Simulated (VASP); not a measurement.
A run of VASP 6.6.1 is set up as follows.

INCAR

```
SYSTEM = GeS
PREC = Accurate
ENCUT = 500
EDIFF = 1E-6
ISMEAR = -1
SIGMA = 0.02
LREAL = .FALSE.
LASPH = .TRUE.
NELM = 120
ALGO = Normal
ISIF = 2
LWAVE = .FALSE.
LCHARG = .FALSE.
GGA = PE
NBANDS = 50
GGA_COMPAT = .FALSE.
```

File KPOINTS:

```
Automatic mesh
0
G
  5 12 10
  0 0 0
```

POSCAR

```
GeS
1.0
   10.2562665582      0.0000000000      0.0000000000
    0.0000000000      3.5666730218      0.0000000000
    0.0000000000      0.0000000000      4.2092815092
Ge S
4 4
Direct
    0.6174318901      0.2500000000      0.3757824527
    0.8825681099      0.7500000000      0.8757824527
    0.1174318901      0.2500000000      0.1242175473
    0.3825681099      0.7500000000      0.6242175473
    0.8523414268      0.2500000000      0.4908680981
    0.6476585732      0.7500000000     -0.0091319019
    0.3523414268      0.2500000000      1.0091319019
    0.1476585732      0.7500000000      0.5091319019
```

Potentials or basis: VASP PAW PBE potentials, release 64 (Ge_d, S).

Command:

```console
$ cat potpaw_PBE.64/Ge_d/POTCAR potpaw_PBE.64/S/POTCAR > POTCAR
$ mpirun -np 1 vasp_std > vasp.out
```

**Question.** Estimate the pressure.

**Answer.** 4.7 GPa.

**Question.** What does it give for the band gap on the k mesh?

**Answer.** 0.72 eV (least direct gap 0.93 eV).

Stress tensor (GPa, compression positive):
```
4.02 0.00 0.00
0.00 6.00 0.00
0.00 0.00 3.93
```

Caveat: the cell stands under pressure. A k mesh can miss the band edges.
